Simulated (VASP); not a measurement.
A run of VASP 6.6.1 is set up as follows.

The input INCAR:

```
SYSTEM = CdS
PREC     = Accurate       ! precision mode
ENCUT    = 520            ! plane-wave cutoff, eV
EDIFF    = 1E-6           ! SCF threshold, eV
ISMEAR   = 0              ! smearing method
SIGMA    = 0.01           ! smearing width, eV
LREAL    = .FALSE.        ! projectors in reciprocal space
LASPH    = .TRUE.         ! aspherical terms in the spheres
NELM     = 80             ! most SCF steps
ALGO     = Normal         ! electronic algorithm
ISIF     = 2              ! what is computed and relaxed
LWAVE    = .FALSE.        ! write WAVECAR
LCHARG   = .TRUE.         ! write CHGCAR
LELF     = .TRUE.         ! ELF
LVHAR    = .TRUE.       
NBANDS   = 16             ! bands
```

The input KPOINTS:

```
regular mesh
0
G
  4 4 4
  0 0 0
```

File POSCAR:

```
CdS
1.0
    0.0000000000      2.9392138866      2.9392138866
    2.9392138866      0.0000000000      2.9392138866
    2.9392138866      2.9392138866      0.0000000000
Cd S
1 1
Direct
    0.0000000000      0.0000000000      0.0000000000
    0.2500000000      0.2500000000      0.2500000000
```

Potentials or basis: VASP PAW LDA potentials, release 64 (Cd, S).

Run with:

```console
$ cat potpaw_LDA.64/Cd/POTCAR potpaw_LDA.64/S/POTCAR > POTCAR
$ mpirun -np 1 vasp_std > vasp.out
```

Predict the band gap on the k mesh.

0.82 eV, direct.

Predict the pressure.

-3.1 GPa.

Caveat: the k points lie up to 0.46 Å⁻¹ apart. LDA gaps usually lie below the measured ones, often by a third to a half.
